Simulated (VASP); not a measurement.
# Al (Fm-3m) in VASP: settings compared

Al is run at these levels: PBEsol, PBEsol+D3(BJ); tasks: single point.

Everything below comes from runs of VASP 6.6.1. Logs are shortened: lines on timing, memory, paths and dates and some standing lists are left out, and cuts for length are marked.

## 1. The cell of the first run

The structure is cubic, space group Fm-3m (No. 225). The conventional cell has a = 4.050 Å, b = 4.050 Å, c = 4.050 Å, α = 90.00°, β = 90.00°, γ = 90.00°. Al (site symmetry m-3m) has 12 Al at 2.86 Å within 3.8 Å.

## 2. Single point, PBEsol, non-collinear spin, typed start

The input, INCAR:

```
PREC = Accurate ; ENCUT = 520
EDIFF = 1E-6 ; ISMEAR = -5
SIGMA = 0.05 ; LREAL = False
LASPH = True ; NELM = 150
ALGO = Fast ; ISIF = 2
LWAVE = False ; LCHARG = True
LNONCOLLINEAR = True ; MAGMOM = 0.354 0.354 0
LORBIT = 11 ; GGA = PS
LVHAR = True ; NBANDS = 14
```

The input, KPOINTS:

```
Automatic mesh
0
Gamma
  11 11 11
```

The input, POSCAR:

```
Al
1.0
    0.0000000000      2.0248050000      2.0248050000
    2.0248050000      0.0000000000      2.0248050000
    2.0248050000      2.0248050000      0.0000000000
Al
1
Direct
    0.0000000000      0.0000000000      0.0000000000
```

Potentials or basis: VASP PAW PBE potentials, release 64 (Al).

Launch:

```console
> cat potpaw_PBE.64/Al/POTCAR > POTCAR
> mpirun -np 1 vasp_ncl > vasp.out
```

OUTCAR:

```text
PREC = Accurate
   ENCUT = 520
   EDIFF = 1E-6
   ISMEAR = -5
   LREAL = False
   LASPH = True
   NELM = 150
   ISIF = 2
   LNONCOLLINEAR = True
   LORBIT = 11
   GGA = PS

 ion  position               nearest neighbor table
   1  0.000  0.000  0.000-

  LATTYP: Found a face centered cubic cell.
 ALAT       =     4.0496100000

  Lattice vectors:

 A1 = (   0.0000000000,   2.0248050000,   2.0248050000)
 A2 = (   2.0248050000,   0.0000000000,   2.0248050000)
 A3 = (   2.0248050000,   2.0248050000,   0.0000000000)

Analysis of symmetry for initial positions (statically):
=====================================================================
 Subroutine PRICEL returns:
 Original cell was already a primitive cell.

 Routine SETGRP: Setting up the symmetry group for a
 face centered cubic supercell.

 Subroutine GETGRP returns: Found 48 space group operations
[... 9 lines left out ...]

 Routine SETGRP: Setting up the symmetry group for a
 face centered cubic supercell.

 Subroutine GETGRP returns: Found 48 space group operations
 (whereof 48 operations were pure point group operations)
 out of a pool of 48 trial point group operations.

The dynamic configuration has the point symmetry O_h .

Analysis of structural, dynamic, and magnetic symmetry:
=====================================================================
 Subroutine PRICEL returns:
 Original cell was already a primitive cell.

 Routine SETGRP: Setting up the symmetry group for a
 face centered cubic supercell.

 Subroutine GETGRP returns: Found  4 space group operations
 (whereof  4 operations were pure point group operations)
 out of a pool of 48 trial point group operations.

The overall configuration has the point symmetry C_2h.

 Subroutine INISYM returns: Found  4 space group operations
 (whereof  4 operations are pure point group operations),
 and found     1 'primitive' translations

----------------------------------------------------------------------------------------

                                     Primitive cell

  volume of cell :      16.6027

  direct lattice vectors                    reciprocal lattice vectors
     0.000000000  2.024805000  2.024805000    -0.246937359  0.246937359  0.246937359
     2.024805000  0.000000000  2.024805000     0.246937359 -0.246937359  0.246937359
     2.024805000  2.024805000  0.000000000     0.246937359  0.246937359 -0.246937359

  length of vectors
     2.863506692  2.863506692  2.863506692     0.427708053  0.427708053  0.427708053

  position of ions in fractional coordinates (direct lattice)
     0.000000000  0.000000000  0.000000000

  ion indices of the primitive-cell ions
   primitive index   ion index
                 1           1

----------------------------------------------------------------------------------------

 KPOINTS: Automatic mesh

Automatic generation of k-mesh.
 Grid dimensions read from file:
 generate k-points for:   11   11   11

 Generating k-lattice:

  Cartesian coordinates                     Fractional coordinates (reciprocal lattice)
    -0.022448851  0.022448851  0.022448851     0.090909091  0.000000000  0.000000000
     0.022448851 -0.022448851  0.022448851     0.000000000  0.090909091  0.000000000
     0.022448851  0.022448851 -0.022448851     0.000000000  0.000000000  0.090909091

  Length of vectors
     0.038882550  0.038882550  0.038882550

  Shift w.r.t. Gamma in fractional coordinates (k-lattice)
     0.000000000  0.000000000  0.000000000

 TETIRR: Found   2001 inequivalent tetrahedra from     7986

 Subroutine IBZKPT returns following result:
 ===========================================

 Found    366 irreducible k-points:

 Following reciprocal coordinates:
            Coordinates               Weight
  0.000000  0.000000  0.000000      1.000000
  0.090909  0.000000  0.000000      2.000000
  0.000000  0.090909  0.000000      2.000000
  0.000000  0.000000  0.090909      4.000000
  0.181818  0.000000  0.000000      2.000000
  0.000000  0.181818  0.000000      2.000000
[... 16 lines left out ...]
  0.181818  0.090909  0.181818      4.000000
  0.090909  0.181818  0.000000      2.000000
 [... further k-points ...]
   k-points           NKPTS =    366   k-points in BZ     NKDIM =    366   number of bands    NBANDS=     14
   number of dos      NEDOS =    301   number of ions     NIONS =      1
   total plane-waves  NPLWV =  13824
   dimension x,y,z NGX =    24 NGY =   24 NGZ =   24
   dimension x,y,z NGXF=    48 NGYF=   48 NGZF=   48
   ions per type =               1
   NGX,Y,Z   is equivalent  to a cutoff of  13.93, 13.93, 13.93 a.u.
   NGXF,Y,Z  is equivalent  to a cutoff of  27.87, 27.87, 27.87 a.u.
 SYSTEM =  unknown system
   PREC   = accura    normal or accurate (medium, high low for compatibility)
   ISTART =      0    job   : 0-new  1-cont  2-samecut
   ICHARG =      2    charge: 1-file 2-atom 10-const
   ISPIN  =      1    spin polarized calculation?
   LNONCOLLINEAR =      T non collinear calculations
   LSORBIT =      F    spin-orbit coupling
   LASPH  =      T    aspherical Exc in radial PAW
   ENCUT  =  520.0 eV  38.22 Ry    6.18 a.u.   5.32  5.32  5.32*2*pi/ulx,y,z
   NELM   =    150;   NELMIN=  2; NELMDL= -5     # of ELM steps
   EDIFF  = 0.1E-05   stopping-criterion for ELM
   LREAL  =      F    real-space projection
   EDIFFG = 0.1E-04   stopping-criterion for IOM
   NSW    =      0    number of steps for IOM
   IBRION =     -1    ionic relax: 0-MD 1-quasi-New 2-CG
   NFREE  =      0    steps in history (QN), initial steepest desc. (CG)
   ISIF   =      2    stress and relaxation
   ISYM   =      2    0-nonsym 1-usesym 2-fastsym
   POTIM  = 0.5000    time-step for ionic-motion
   TEBEG  =    0.0;   TEEND  =   0.0 temperature during run
   PSTRESS=    0.0 pullay stress
   NELECT =       3.0000    total number of electrons
   NUPDOWN=      -1.0000    fix difference up-down
   EMIN   =  10.00;   EMAX   =-10.00  energy-range for DOS
   EFERMI =   0.00;   METHOD = LEGACY
   ISMEAR =    -5;   SIGMA  =   0.05  broadening in eV -4-tet -1-fermi 0-gaus
   EFERMI_NEDOS =   21; number of points for ismear=-14 and -15
   IALGO  =     68    algorithm
   IMIX   =      4    mixing-type and parameters
     AMIX     =   0.40;   BMIX     =  1.00
     AMIX_MAG =   1.60;   BMIX_MAG =  1.00
  volume/ion in A,a.u.               =      16.60       112.04
  Fermi-wavevector in a.u.,A,eV,Ry     =   0.925526  1.748991 11.654733  0.856599
  Thomas-Fermi vector in A             =   2.051390
   LORBIT       =     11    0 simple, 1 ext, 2 COOP (PROOUT), +10 PAW based schemes
   GGA     = PS    functional components
   LHFCALC =     F    Hartree Fock is set to
   AEXX    =    0.0000 exact exchange contribution
   IVDW    =     0    specifies the selected vdW correction
   LEPSILON=     F    determine dielectric tensor
   LRPA    =     F    only Hartree local field effects (RPA)
 RMM-DIIS sequential band-by-band and
 Fermi weights with tetrahedron method with Bloechl corrections
  energy-cutoff  :      520.00
  volume of cell :       16.60
 maximum number of plane-waves:       918
 NGX is ok and might be reduce to    24
   NGX = 11   NGY = 11   NGZ = 11

 number of electron       3.0000000 magnetization      -0.0010200     -0.0010200      0.0000000

 number of electron       3.0000000 magnetization       0.0011071      0.0011071     -0.0000000

 number of electron       3.0000000 magnetization       0.0000189      0.0000189      0.0000000

 Free energy of the ion-electron system (eV)
  ---------------------------------------------------
  ext. energy  EPLUGINS =         0.00000000
  ---------------------------------------------------
  free energy    TOTEN  =        -4.08958779 eV

  energy without entropy =       -4.08958779  energy(sigma->0) =       -4.08958779

 E-fermi :   7.9380     XC(G=0): -10.2343

 val. band max:        7.8836562572   @ k =   0.1818  -0.3636  -0.3636
 cond. band min:       7.6456306903   @ k =   0.0000  -0.3636   0.3636
 fundamental gap:     -0.2380255669
 Fermi energy:         7.9379664249

 k-point     1 :       0.0000    0.0000    0.0000
  band No.  band energies     occupation
      1      -3.2014      1.00000
      2      -3.2013      1.00000
      3      20.4469      0.00000
      4      20.4469      0.00000
      5      20.4469      0.00000
      6      20.4470      0.00000
      7      20.4470      0.00000
      8      20.4470      0.00000
      9      21.8901      0.00000
     10      21.8901      0.00000
     11      21.8901      0.00000
     12      21.8902      0.00000
     13      21.8902      0.00000
     14      21.8902      0.00000

 k-point     2 :       0.0909    0.0000    0.0000
  band No.  band energies     occupation
      1      -2.9778      1.00000
      2      -2.9777      1.00000
      3      17.5347      0.00000
      4      17.5348      0.00000
      5      19.8004      0.00000
      6      19.8004      0.00000
      7      19.8004      0.00000
      8      19.8004      0.00000
      9      22.5783      0.00000
     10      22.5783      0.00000
     11      22.8741      0.00000
     12      22.8741      0.00000
     13      22.8741      0.00000
     14      22.8741      0.00000

 k-point     3 :       0.0000    0.0909    0.0000
  band No.  band energies     occupation
      1      -2.9778      1.00000
      2      -2.9777      1.00000
      3      17.5347      0.00000
      4      17.5348      0.00000
      5      19.8004      0.00000
      6      19.8004      0.00000
      7      19.8004      0.00000
      8      19.8004      0.00000
      9      22.5783      0.00000
     10      22.5783      0.00000
     11      22.8741      0.00000
     12      22.8741      0.00000
     13      22.8741      0.00000
     14      22.8741      0.00000

 k-point     4 :       0.0000    0.0000    0.0909
  band No.  band energies     occupation
      1      -2.9778      1.00000
      2      -2.9777      1.00000
      3      17.5347      0.00000
      4      17.5348      0.00000
      5      19.8004      0.00000
      6      19.8004      0.00000
      7      19.8004      0.00000
      8      19.8004      0.00000
      9      22.5783      0.00000
     10      22.5783      0.00000
     11      22.8741      0.00000
     12      22.8741      0.00000
     13      22.8741      0.00000
     14      22.8741      0.00000

 k-point     5 :       0.1818    0.0000    0.0000
  band No.  band energies     occupation
      1      -2.3092      1.00000
      2      -2.3091      1.00000
      3      13.8981      0.00000
      4      13.8982      0.00000
      5      19.0687      0.00000
      6      19.0687      0.00000
      7      19.0687      0.00000
      8      19.0687      0.00000
      9      22.3522      0.00000
     10      22.3523      0.00000
     11      23.6932      0.00000
[... 276 lines left out ...]
 k-point    22 :       0.0909    0.0909   -0.0909
  band No.  band energies     occupation
      1      -2.3833      1.00000
      2      -2.3832      1.00000
      3      15.2177      0.00000
      4      15.2177      0.00000
      5      17.6174      0.00000
      6      17.6174      0.00000
      7      18.9611      0.00000
      8      18.9612      0.00000
      9      21.5636      0.00000
     10      21.5637      0.00000
     11      22.1815      0.00000
     12      22.1815      0.00000
     13      24.6152      0.00000
     14      24.6153      0.00000

 k-point    23 :       0.1818    0.0909    0.1818
  band No.  band energies     occupation
      1      -2.3833      1.00000
      2      -2.3832      1.00000
      3      15.2177      0.00000
      4      15.2177      0.00000
      5      17.6174      0.00000
      6      17.6174      0.00000
      7      18.9611      0.00000
      8      18.9612      0.00000
      9      21.5636      0.00000
     10      21.5637      0.00000
     11      22.1815      0.00000
     12      22.1815      0.00000
     13      24.6152      0.00000
     14      24.6153      0.00000

 k-point    24 :       0.0909    0.1818    0.0000
  band No.  band energies     occupation
      1      -2.3833      1.00000
      2      -2.3832      1.00000
      3      15.2177      0.00000
      4      15.2177      0.00000
      5      17.6174      0.00000
      6      17.6174      0.00000
      7      18.9611      0.00000
      8      18.9612      0.00000
      9      21.5636      0.00000
     10      21.5637      0.00000
     11      22.1815      0.00000
     12      22.1815      0.00000
     13      24.6152      0.00000
     14      24.6152      0.00000

 [... further k-points ...]
[... 5 lines left out ...]
  --------------------------------------------------------------------------------------
  -------------------------------------------------------------------------------------
  Total       -0.2449200     -0.2449200     -0.2449201     -0.0000000     -0.0000000      0.0000000
  in kB      -23.6349825    -23.6349825    -23.6349859     -0.0000035     -0.0000006      0.0000005
  external PRESSURE =     -23.6349837 kB  Pullay stress =       0.0000000 kB

 VOLUME and BASIS-vectors are now :
 -----------------------------------------------------------------------------
  energy-cutoff  :      520.00
  volume of cell :       16.60
      direct lattice vectors                 reciprocal lattice vectors
     0.000000000  2.024805000  2.024805000    -0.246937359  0.246937359  0.246937359
     2.024805000  0.000000000  2.024805000     0.246937359 -0.246937359  0.246937359
     2.024805000  2.024805000  0.000000000     0.246937359  0.246937359 -0.246937359

 POSITION                                       TOTAL-FORCE (eV/Angst)
 -----------------------------------------------------------------------------------
      0.00000      0.00000      0.00000        -0.000000      0.000000      0.000000
 -----------------------------------------------------------------------------------
    total drift:                                0.000000     -0.000000      0.000000

  FREE ENERGIE OF THE ION-ELECTRON SYSTEM (eV)
  ---------------------------------------------------
  free  energy   TOTEN  =        -4.0895877891 eV

  energy  without entropy=       -4.0895877891  energy(sigma->0) =       -4.08958779

 total charge

# of ion       s       p       d       tot
------------------------------------------
    1        0.425   0.340   0.000   0.765

 magnetization (x)

# of ion       s       p       d       tot
------------------------------------------
    1       -0.000  -0.000   0.000  -0.000

 magnetization (y)

# of ion       s       p       d       tot
------------------------------------------
    1       -0.000  -0.000   0.000  -0.000

 magnetization (z)

# of ion       s       p       d       tot
------------------------------------------
    1        0.000   0.000   0.000   0.000
```

Wall time 81 s (1 thread of Intel Xeon Platinum 8559C (Emerald Rapids), shared host); peak memory 0.26 GiB.

What came out:

```yaml
Free_energy: -4.0896 eV
Pressure: -2.4 GPa
Band_gap_on_the_k_mesh: zero (band 3 reaches 20.45 eV, above the bottom of band 4 at 4.02 eV)
Net_moment: 0.00 μB per cell
Valence_electrons_inside_the_program's_atomic_spheres: Al 0.77
```

Levels at points of the mesh, in eV from the Fermi level:
| k point | band 2 | band 3 | band 4 | band 5 | band 6 | band 7 |
| --- | --- | --- | --- | --- | --- | --- |
| (0.00, 0.00, 0.00) | -11.14 | 12.51 | 12.51 | 12.51 | 12.51 | 12.51 |

Moments on the atoms (μB; x, y, z):
```
Al  0.00 0.00 0.00
```

Caveat: the PAW data sets were made with another functional, which shifts forces and pressure a little; tetrahedron occupations give inexact forces and stress in metals.

(Continued in part 2 of 2.)
